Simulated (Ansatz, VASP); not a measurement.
# One calculation of B, two programs

File INCAR:

```
SYSTEM = B
PREC     = Accurate       ! precision mode
ENCUT    = 600            ! plane-wave cutoff, eV
EDIFF    = 1E-6           ! SCF threshold, eV
ISMEAR   = -1             ! smearing method
SIGMA    = 0.05           ! smearing width, eV
LREAL    = .False.        ! projectors in reciprocal space
LASPH    = .True.         ! aspherical terms in the spheres
NELM     = 80             ! most SCF steps
ALGO     = Normal         ! electronic algorithm
ISIF     = 3              ! what is computed and relaxed
LWAVE    = .False.        ! write WAVECAR
LCHARG   = .False.        ! write CHGCAR
GGA      = PE             ! functional
IBRION   = 2              ! ionic algorithm
NSW      = 100            ! ionic steps
EDIFFG   = -0.005         ! ionic threshold
```

File KPOINTS:

```
Automatic mesh
0
Gamma
  18 18 18
  0 0 0
```

The input POSCAR:

```
B
1.0
    2.2322827293      0.0000000000      0.0000000000
    0.0000000000      2.2322827293      0.0000000000
    0.0000000000      0.0000000000      2.2322827293
B
1
Direct
    0.0000000000      0.0000000000      0.0000000000
```

Input for Ansatz:

```yaml
crystal:
  lattice:
    - [2.2322827293, 0.0, 0.0]
    - [0.0, 2.2322827293, 0.0]
    - [0.0, 0.0, 2.2322827293]
  atoms:
    - { symbol: B, position: [0.0, 0.0, 0.0] }
kpoints:
  mp_grid: { grid: [18, 18, 18] }
scf:
  occupations: { method: fermi_dirac, width: 0.05 }
hamiltonian:
  xc: pbe
  pseudopotentials: { kind: paw }
output:
  forces: true
  stress: true
relax:
  f_tol: 0.005
  max_steps: 80
  cell: {}
```

Alike in both runs: task relaxation of cell and atoms; functional PBE; k mesh 18 × 18 × 18; occupations fermi-dirac, width 0.05 eV; no spin polarisation.

|  | VASP | Ansatz |
| --- | --- | --- |
| version | VASP 6.6.1 | Ansatz 0.2.0 |
| potentials or method | VASP PAW PBE potentials, release 64 (B) | PAW with Ansatz's default frozen-core files, scalar-relativistic |
| plane-wave cutoff (eV) | 600 | 420 |
| valence electrons in the cell | 3 | 3 |

Ansatz gave:

| Item | Value |
| --- | --- |
| relaxed volume (Å³/atom) | 6.70 |
| relaxed cell length with the largest relative difference (Å) | 1.886 |

**Question.** Which values does VASP return?

**Answer.** Relaxed volume (Å³/atom): 6.71; relaxed cell length with the largest relative difference (Å): 1.886.

Noted on VASP's run: the volume moved by over 15 % at a fixed basis, so the end points are rough.
